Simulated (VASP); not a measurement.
Wanted: the native input for a VASP 6.6.1 run.

```yaml
Task: single point
Functional: PBE
Potentials_or_basis: VASP PAW PBE potentials, release 64 (Na_pv, I)
Cutoff: 520 eV
k_mesh: 10 × 10 × 10
Occupations: fermi-dirac, width 0.05 eV
Spin: no spin polarisation
Dipole_correction: no
Further_INCAR_settings: ALGO = Normal; EDIFF = 1e-07; NBANDS = 14
```

The structure of NaI (zincblende type) lies in POSCAR:

```
NaI
1.0
    0.0000000000      3.5813786433      3.5813786433
    3.5813786433      0.0000000000      3.5813786433
    3.5813786433      3.5813786433      0.0000000000
Na I
1 1
Direct
    0.0000000000      0.0000000000      0.0000000000
    0.2500000000      0.2500000000      0.2500000000
```

The input as run:

INCAR

```
  PREC = Accurate
  ENCUT = 520
  EDIFF = 1E-7
  ISMEAR = -1
  SIGMA = 0.05
  LREAL = False
  LASPH = True
  NELM = 100
  ALGO = Normal
  ISIF = 2
  LWAVE = False
  LCHARG = True
  GGA = PE
  LELF = True
  LVHAR = True
  NBANDS = 14
```

KPOINTS

```
regular mesh
0
Gamma
  10 10 10
```

Potentials or basis: VASP PAW PBE potentials, release 64 (Na_pv, I).

Run with:

```sh
$ cat potpaw_PBE.64/Na_pv/POTCAR potpaw_PBE.64/I/POTCAR > POTCAR
$ mpirun -np 1 vasp_std > vasp.out
```

It gave:

```json
{
  "Pressure": "0.0 GPa",
  "Band gap on the k mesh": "3.77 eV, direct"
}
```

Caveat: spin-orbit coupling is left out, which moves the levels of the heavy elements.

Wall time 40 s on 1 thread of Intel(R) Xeon(R) 6975P-C (Granite Rapids) (shared host), peak memory 0.25 GiB.
